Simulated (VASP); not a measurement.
Input of a VASP 6.6.1 run:

INCAR

```
SYSTEM = Rb
PREC     = Accurate       ! precision mode
ENCUT    = 520            ! plane-wave cutoff, eV
EDIFF    = 1E-6           ! SCF threshold, eV
ISMEAR   = -1             ! smearing method
SIGMA    = 0.08           ! smearing width, eV
LREAL    = .False.        ! projectors in reciprocal space
LASPH    = .True.         ! aspherical terms in the spheres
NELM     = 80             ! most SCF steps
ALGO     = Normal         ! electronic algorithm
ISIF     = 2              ! what is computed and relaxed
LWAVE    = .False.        ! write WAVECAR
LCHARG   = .False.        ! write CHGCAR
GGA      = PE             ! functional
NBANDS   = 10             ! bands
```

Contents of KPOINTS:

```
Automatic mesh
0
Gamma
  10 10 10
  0 0 0
```

The input POSCAR:

```
Rb
1.0
    0.0000000000      3.1419838168      3.1419838168
    3.1419838168      0.0000000000      3.1419838168
    3.1419838168      3.1419838168      0.0000000000
Rb
1
Direct
    0.0000000000      0.0000000000      0.0000000000
```

Potentials or basis: VASP PAW PBE potentials, release 64 (Rb_sv).

The run is started by

```console
$ cat potpaw_PBE.64/Rb_sv/POTCAR > POTCAR
$ mpirun -np 1 vasp_std > vasp.out
```

(1) What does it give for the pressure?

Results:

(1) 2.2 GPa.
